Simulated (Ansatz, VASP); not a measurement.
# One calculation of CdS, two programs

The input POSCAR:

```
CdS
1.0
    0.0853734102      2.9575741518      2.9575741518
    2.9575741518      0.0853734102      2.9575741518
    2.9575741518      2.9575741518      0.0853734102
Cd S
1 1
Direct
    0.0032349636      0.0032349636      0.0032349636
    0.2467650364      0.2467650364      0.2467650364
```

INCAR.step1

```
  PREC = Accurate
  ENCUT = 520
  ISMEAR = 0
  SIGMA = 0.01
  LREAL = False
  LASPH = True
  NELM = 100
  NBANDS = 16
  GGA = PE
  ALGO = Normal
  EDIFF = 1E-4
  LWAVE = True
  LCHARG = False
```

INCAR.step2

```
  PREC = Accurate
  ENCUT = 520
  EDIFF = 1E-6
  ISMEAR = 0
  SIGMA = 0.01
  LREAL = False
  LASPH = True
  NELM = 100
  ALGO = Normal
  ISIF = 2
  LWAVE = False
  LCHARG = True
  METAGGA = R2SCAN
  LMIXTAU = True
  LELF = True
  LVHAR = True
  NBANDS = 16
  ISTART = 1
```

Contents of KPOINTS:

```
Automatic mesh
0
Gamma
  8 8 8
```

Input for Ansatz:

```yaml
crystal:
  lattice:
    - [0.0853734102, 2.9575741518, 2.9575741518]
    - [2.9575741518, 0.0853734102, 2.9575741518]
    - [2.9575741518, 2.9575741518, 0.0853734102]
  atoms:
    - { symbol: Cd, position: [0.0032349636, 0.0032349636, 0.0032349636] }
    - { symbol: S, position: [0.2467650364, 0.2467650364, 0.2467650364] }
kpoints:
  mp_grid: { grid: [8, 8, 8] }
  band_path:
    path:
      - [0.0, 0.0, 0.0]
      - [-0.5, -0.5, 0.0]
      - [-0.375, -0.375, 0.25]
      - [-0.375, 0.0, 0.375]
      - [0.0, 0.0, 0.5]
      - [-0.5, -0.25, 0.25]
    npoints: 1
hamiltonian:
  xc: r2scan
scf:
  occupations: { method: fixed }
  n_extra_bands: 4
output:
  forces: true
  stress: true
  eigenvalues: true
```

Change from the starting cell: epitaxial_111 strain -2.3%.

Alike in both runs: task single point; functional r2SCAN; k mesh 8 × 8 × 8; no spin polarisation.

```csv
,VASP,Ansatz
version,VASP 6.6.1,Ansatz 0.2.0
potentials or method,"VASP PAW PBE potentials, release 64 (Cd, S)","plane waves, PAW"
plane-wave cutoff (eV),520,500
occupations,"gaussian, width 0.01 eV",fixed
valence electrons in the cell,18,26
```

```csv
,VASP,Ansatz,Ansatz less VASP
gap on the k mesh at the Fermi level (eV),1.51,1.51,+0.004
pressure (GPa),1.9,1.5,-0.35
"traceless stress, the component that is largest in VASP (GPa)",-0.77,-0.77,+0.005
rms of the force components (eV/Å),0.005,0.003,-0.0021
```

VASP's potentials were made for PBE, not for r2SCAN. Atom by atom the forces differ by 0.002 eV/Å (rms over components). VASP's potentials hold 18 valence electrons a cell and Ansatz's 26, so a difference there can come from the potentials and not from the codes.
